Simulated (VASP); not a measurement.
Runs of VASP 6.6.1 on La. The structure is that of space group P6_3/mmc (No. 194), or close to it. The cells are those of the table. 

```tsv
task	level	U	cell	cutoff (eV)	gap on the mesh (eV)	pressure (GPa)	relaxed volume (Å³/atom)
single point	PBE	-	a = 3.778, b = 3.778, c = 6.101 Å, angles 90.0, 90.0, 120.0°, 2 atoms	520	none	0.1	-
single point	PBEsol+U	La f U = 8.0 eV	a = 3.744, b = 3.744, c = 6.173 Å, angles 90.0, 90.0, 120.0°, 2 atoms	520	none	-0.4	-
relaxation of cell and atoms	PBE	-	relaxed from a = 3.750, b = 3.750, c = 6.070 Å, angles 90.0, 90.0, 120.0°, 2 atoms	600	none	0.0	37.83
relaxation of cell and atoms	PBEsol	-	relaxed from a = 3.750, b = 3.750, c = 6.070 Å, angles 90.0, 90.0, 120.0°, 2 atoms	600	none	0.0	(a)
single point	PBEsol	-	a = 3.660, b = 3.660, c = 5.955 Å, angles 90.0, 90.0, 120.0°, 2 atoms	520	none	0.1	-
```

Alike in all rows: potentials or basis VASP PAW PBE potentials, release 64 (La); no spin polarisation; k mesh 10 × 10 × 6; smearing fermi-dirac 0.1 eV.

Q: Estimate the missing entries.

A: (a) 34.62.

Caveats: spin-orbit coupling is left out, which moves the levels of the heavy elements; the PAW data sets were made with another functional, which shifts forces and pressure a little (some runs); U without spin polarisation on a metal has little footing (some runs); the U is typed as a test and isn't derived for this compound (some runs).

A k mesh can miss the band edges, and the runs leave out spin-orbit coupling on La.

A gap of «none» marks levels without a gap at the run's occupations.
